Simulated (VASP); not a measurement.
# InSb (F-43m) in VASP: notebook

The runs below take InSb through single point, with PBEsol.

Everything below comes from runs of VASP 6.6.1. Logs are shortened: lines on timing, memory, paths and dates and some standing lists are left out, and cuts for length are marked.

**Measured values to compare with.**

From “Electronic Structure and Epitaxy of CdTe Shells on InSb Nanowires”, 2021, arxiv:2111.05126, for a bulk crystal of InSb: band gap 0.24 eV.

The results are compared with them further down.

## (1) The cell of the first run

It takes space group F-43m (No. 216, cubic). The conventional cell has a = 6.389 Å, b = 6.389 Å, c = 6.389 Å, α = 90.00°, β = 90.00°, γ = 90.00°. In (site symmetry -43m) has 4 Sb at 2.77 Å within 3.6 Å. Sb (site symmetry -43m) has 4 In at 2.77 Å within 3.6 Å.

## (2) Single point, PBEsol

File INCAR:

```
SYSTEM = InSb
  PREC = Accurate
  ENCUT = 520
  EDIFF = 1E-7
  ISMEAR = -1
  SIGMA = 0.15
  LREAL = .False.
  LASPH = .True.
  NELM = 80
  ALGO = Normal
  ISIF = 2
  LWAVE = .False.
  LCHARG = .False.
  GGA = PS
  NBANDS = 16
```

File KPOINTS:

```
regular mesh
0
Gamma
  12 12 12
  0 0 0
```

File POSCAR:

```
InSb
1.0
    0.0000000000      3.1946343626      3.1946343626
    3.1946343626      0.0000000000      3.1946343626
    3.1946343626      3.1946343626      0.0000000000
In Sb
1 1
Direct
    0.0000000000      0.0000000000      0.0000000000
    0.7500000000      0.7500000000      0.7500000000
```

Potentials or basis: VASP PAW PBE potentials, release 64 (In_d, Sb).

Run with:

```bash
> cat potpaw_PBE.64/In_d/POTCAR potpaw_PBE.64/Sb/POTCAR > POTCAR
> mpirun -np 1 vasp_std > vasp.out
```

OUTCAR:

```text
SYSTEM = InSb
   PREC = Accurate
   ENCUT = 520
   EDIFF = 1E-7
   ISMEAR = -1
   LREAL = .False.
   LASPH = .True.
   NELM = 80
   ISIF = 2
   GGA = PS

 ion  position               nearest neighbor table
   1  0.000  0.000  0.000-   2 2.77   2 2.77   2 2.77   2 2.77
   2  0.750  0.750  0.750-   1 2.77   1 2.77   1 2.77   1 2.77

  LATTYP: Found a face centered cubic cell.
 ALAT       =     6.3892687252

  Lattice vectors:

 A1 = (   0.0000000000,   3.1946343626,   3.1946343626)
 A2 = (   3.1946343626,   0.0000000000,   3.1946343626)
 A3 = (   3.1946343626,   3.1946343626,   0.0000000000)

Analysis of symmetry for initial positions (statically):
=====================================================================
 Subroutine PRICEL returns:
 Original cell was already a primitive cell.

 Routine SETGRP: Setting up the symmetry group for a
 face centered cubic supercell.

 Subroutine GETGRP returns: Found 24 space group operations
 (whereof 24 operations were pure point group operations)
 out of a pool of 48 trial point group operations.

The static configuration has the point symmetry T_d .

Analysis of symmetry for dynamics (positions and initial velocities):
=====================================================================
 Subroutine PRICEL returns:
 Original cell was already a primitive cell.

 Routine SETGRP: Setting up the symmetry group for a
 face centered cubic supercell.

 Subroutine GETGRP returns: Found 24 space group operations
 (whereof 24 operations were pure point group operations)
 out of a pool of 48 trial point group operations.

The dynamic configuration has the point symmetry T_d .

 Subroutine INISYM returns: Found 24 space group operations
 (whereof 24 operations are pure point group operations),
 and found     1 'primitive' translations

----------------------------------------------------------------------------------------

                                     Primitive cell

  volume of cell :      65.2069

  direct lattice vectors                    reciprocal lattice vectors
     0.000000000  3.194634363  3.194634363    -0.156512434  0.156512434  0.156512434
     3.194634363  0.000000000  3.194634363     0.156512434 -0.156512434  0.156512434
     3.194634363  3.194634363  0.000000000     0.156512434  0.156512434 -0.156512434

  length of vectors
     4.517895242  4.517895242  4.517895242     0.271087488  0.271087488  0.271087488

  position of ions in fractional coordinates (direct lattice)
     0.000000000  0.000000000  0.000000000
     0.750000000  0.750000000  0.750000000

  ion indices of the primitive-cell ions
   primitive index   ion index
                 1           1
                 2           2

----------------------------------------------------------------------------------------

 KPOINTS: regular mesh

Automatic generation of k-mesh.
 Grid dimensions read from file:
 generate k-points for:   12   12   12

 Generating k-lattice:

  Cartesian coordinates                     Fractional coordinates (reciprocal lattice)
    -0.013042703  0.013042703  0.013042703     0.083333333  0.000000000  0.000000000
     0.013042703 -0.013042703  0.013042703     0.000000000  0.083333333  0.000000000
     0.013042703  0.013042703 -0.013042703     0.000000000  0.000000000  0.083333333

  Length of vectors
     0.022590624  0.022590624  0.022590624

  Shift w.r.t. Gamma in fractional coordinates (k-lattice)
     0.000000000  0.000000000  0.000000000

 Subroutine IBZKPT returns following result:
 ===========================================

 Found     72 irreducible k-points:

 Following reciprocal coordinates:
            Coordinates               Weight
  0.000000  0.000000  0.000000      1.000000
  0.083333  0.000000  0.000000      8.000000
  0.166667  0.000000  0.000000      8.000000
  0.250000  0.000000  0.000000      8.000000
  0.333333  0.000000  0.000000      8.000000
  0.416667  0.000000  0.000000      8.000000
[... 16 lines left out ...]
  0.500000  0.166667  0.000000     24.000000
 -0.416667  0.166667  0.000000     24.000000
 [... further k-points ...]
   k-points           NKPTS =     72   k-points in BZ     NKDIM =     72   number of bands    NBANDS=     16
   number of dos      NEDOS =    301   number of ions     NIONS =      2
   total plane-waves  NPLWV =  46656
   dimension x,y,z NGX =    36 NGY =   36 NGZ =   36
   dimension x,y,z NGXF=    72 NGYF=   72 NGZF=   72
   ions per type =               1   1
   NGX,Y,Z   is equivalent  to a cutoff of  13.25, 13.25, 13.25 a.u.
   NGXF,Y,Z  is equivalent  to a cutoff of  26.49, 26.49, 26.49 a.u.
 SYSTEM =  InSb
   PREC   = accura    normal or accurate (medium, high low for compatibility)
   ISTART =      0    job   : 0-new  1-cont  2-samecut
   ICHARG =      2    charge: 1-file 2-atom 10-const
   ISPIN  =      1    spin polarized calculation?
   LNONCOLLINEAR =      F non collinear calculations
   LSORBIT =      F    spin-orbit coupling
   LASPH  =      T    aspherical Exc in radial PAW
   ENCUT  =  520.0 eV  38.22 Ry    6.18 a.u.   8.40  8.40  8.40*2*pi/ulx,y,z
   NELM   =     80;   NELMIN=  2; NELMDL= -5     # of ELM steps
   EDIFF  = 0.1E-06   stopping-criterion for ELM
   LREAL  =      F    real-space projection
   EDIFFG = 0.1E-05   stopping-criterion for IOM
   NSW    =      0    number of steps for IOM
   IBRION =     -1    ionic relax: 0-MD 1-quasi-New 2-CG
   NFREE  =      0    steps in history (QN), initial steepest desc. (CG)
   ISIF   =      2    stress and relaxation
   ISYM   =      2    0-nonsym 1-usesym 2-fastsym
   POTIM  = 0.5000    time-step for ionic-motion
   TEBEG  =    0.0;   TEEND  =   0.0 temperature during run
   PSTRESS=    0.0 pullay stress
   NELECT =      18.0000    total number of electrons
   NUPDOWN=      -1.0000    fix difference up-down
   EMIN   =  10.00;   EMAX   =-10.00  energy-range for DOS
   EFERMI =   0.00;   METHOD = LEGACY
   ISMEAR =    -1;   SIGMA  =   0.15  broadening in eV -4-tet -1-fermi 0-gaus
   EFERMI_NEDOS =   21; number of points for ismear=-14 and -15
   IALGO  =     38    algorithm
   IMIX   =      4    mixing-type and parameters
     AMIX     =   0.40;   BMIX     =  1.00
     AMIX_MAG =   1.60;   BMIX_MAG =  1.00
  volume/ion in A,a.u.               =      32.60       220.02
  Fermi-wavevector in a.u.,A,eV,Ry     =   1.065944  2.014343 15.459446  1.136237
  Thomas-Fermi vector in A             =   2.201512
   LORBIT       =      0    0 simple, 1 ext, 2 COOP (PROOUT), +10 PAW based schemes
   GGA     = PS    functional components
   LHFCALC =     F    Hartree Fock is set to
   AEXX    =    0.0000 exact exchange contribution
   IVDW    =     0    specifies the selected vdW correction
   LEPSILON=     F    determine dielectric tensor
   LRPA    =     F    only Hartree local field effects (RPA)
 non-spin polarized calculation
  energy-cutoff  :      520.00
  volume of cell :       65.21
 maximum number of plane-waves:      1807
 NGX is ok and might be reduce to    36
   NGX = 17   NGY = 17   NGZ = 17

 number of electron      18.0000005 magnetization

 Free energy of the ion-electron system (eV)
  ---------------------------------------------------
  ext. energy  EPLUGINS =         0.00000000
  ---------------------------------------------------
  free energy    TOTEN  =        -7.66532348 eV

  energy without entropy =       -7.66027526  energy(sigma->0) =       -7.66279937

 E-fermi :   5.6932     XC(G=0):  -9.0493

 val. band max:        5.4149030383   @ k =   0.0000   0.0000   0.0000
 cond. band min:       5.9601321622   @ k =   0.5000   0.0000   0.0000
 fundamental gap:      0.5452291239
 Fermi energy:         5.6931665716

 k-point     1 :       0.0000    0.0000    0.0000
  band No.  band energies     occupation
      1      -9.2235      2.00000
      2      -9.2235      2.00000
      3      -9.2235      2.00000
      4      -9.1242      2.00000
      5      -9.1242      2.00000
      6      -5.6112      2.00000
[... 8 lines left out ...]
     15      13.7874      0.00000
     16      13.7874      0.00000

 k-point     2 :       0.0833    0.0000    0.0000
  band No.  band energies     occupation
      1      -9.2276      2.00000
      2      -9.2217      2.00000
      3      -9.2217      2.00000
      4      -9.1243      2.00000
      5      -9.1243      2.00000
      6      -5.5434      2.00000
[... 8 lines left out ...]
     15      13.1746      0.00000
     16      13.1746      0.00000

 k-point     3 :       0.1667    0.0000    0.0000
  band No.  band energies     occupation
      1      -9.2386      2.00000
      2      -9.2170      2.00000
      3      -9.2170      2.00000
      4      -9.1246      2.00000
      5      -9.1246      2.00000
      6      -5.3448      2.00000
[... 8 lines left out ...]
     15      12.7183      0.00000
     16      12.7183      0.00000

 k-point     4 :       0.2500    0.0000    0.0000
  band No.  band energies     occupation
      1      -9.2534      2.00000
      2      -9.2111      2.00000
      3      -9.2111      2.00000
      4      -9.1245      2.00000
      5      -9.1245      2.00000
      6      -5.0329      2.00000
[... 8 lines left out ...]
     15      12.6965      0.00000
     16      12.6965      0.00000
[... 324 lines left out ...]
 k-point    22 :       0.4167    0.1667    0.0000
  band No.  band energies     occupation
      1      -9.2838      2.00000
      2      -9.1978      2.00000
      3      -9.1944      2.00000
      4      -9.1312      2.00000
      5      -9.1198      2.00000
      6      -4.3109      2.00000
[... 8 lines left out ...]
     15      14.1252      0.00000
     16      14.7492      0.00000

 k-point    23 :       0.5000    0.1667    0.0000
  band No.  band energies     occupation
      1      -9.2889      2.00000
      2      -9.1964      2.00000
      3      -9.1930      2.00000
      4      -9.1289      2.00000
      5      -9.1208      2.00000
      6      -4.0083      2.00000
[... 8 lines left out ...]
     15      14.5103      0.00000
     16      14.7820      0.00000

 k-point    24 :      -0.4167    0.1667    0.0000
  band No.  band energies     occupation
      1      -9.2884      2.00000
      2      -9.1965      2.00000
      3      -9.1941      2.00000
      4      -9.1262      2.00000
      5      -9.1231      2.00000
      6      -3.9594      2.00000
[... 8 lines left out ...]
     15      13.7129      0.00000
     16      13.9781      0.00000

 [... further k-points ...]
[... 5 lines left out ...]
  --------------------------------------------------------------------------------------
  -------------------------------------------------------------------------------------
  Total        1.2317044      1.2317044      1.2317044     -0.0000000     -0.0000000      0.0000000
  in kB       30.2638097     30.2638097     30.2638097     -0.0000000     -0.0000000      0.0000000
  external PRESSURE =      30.2638097 kB  Pullay stress =       0.0000000 kB

 VOLUME and BASIS-vectors are now :
 -----------------------------------------------------------------------------
  energy-cutoff  :      520.00
  volume of cell :       65.21
      direct lattice vectors                 reciprocal lattice vectors
     0.000000000  3.194634363  3.194634363    -0.156512434  0.156512434  0.156512434
     3.194634363  0.000000000  3.194634363     0.156512434 -0.156512434  0.156512434
     3.194634363  3.194634363  0.000000000     0.156512434  0.156512434 -0.156512434

 POSITION                                       TOTAL-FORCE (eV/Angst)
 -----------------------------------------------------------------------------------
      0.00000      0.00000      0.00000        -0.000000     -0.000000      0.000000
      4.79195      4.79195      4.79195         0.000000      0.000000     -0.000000
 -----------------------------------------------------------------------------------
    total drift:                                0.000000      0.000000      0.000000

  FREE ENERGIE OF THE ION-ELECTRON SYSTEM (eV)
  ---------------------------------------------------
  free  energy   TOTEN  =        -7.6653234802 eV

  energy  without entropy=       -7.6602752597  energy(sigma->0) =       -7.66279937
```

Wall time 1.8 min (1 thread of AMD EPYC 9R45 (Zen 5), shared host); peak memory 0.22 GiB.

Results:

- Free energy: -7.6653 eV
- Pressure: 3.0 GPa
- Band gap on the k mesh: zero (filled and empty bands touch)

Levels at points of the mesh, in eV from the Fermi level:
```tsv
k point	band 7	band 8	band 9	band 10	band 11	band 12
(0.00, 0.00, 0.00)	-0.30	-0.28	-0.28	-0.28	2.64	2.64
(0.50, 0.00, 0.00)	-6.14	-1.36	-1.36	0.27	3.50	3.50
(0.50, 0.50, 0.00)	-6.41	-2.70	-2.70	0.90	0.96	8.10
```

Caveat: the PAW data sets were made with another functional, which shifts forces and pressure a little; spin-orbit coupling is left out, which moves the levels of the heavy elements.

[end of part 1 of 2]
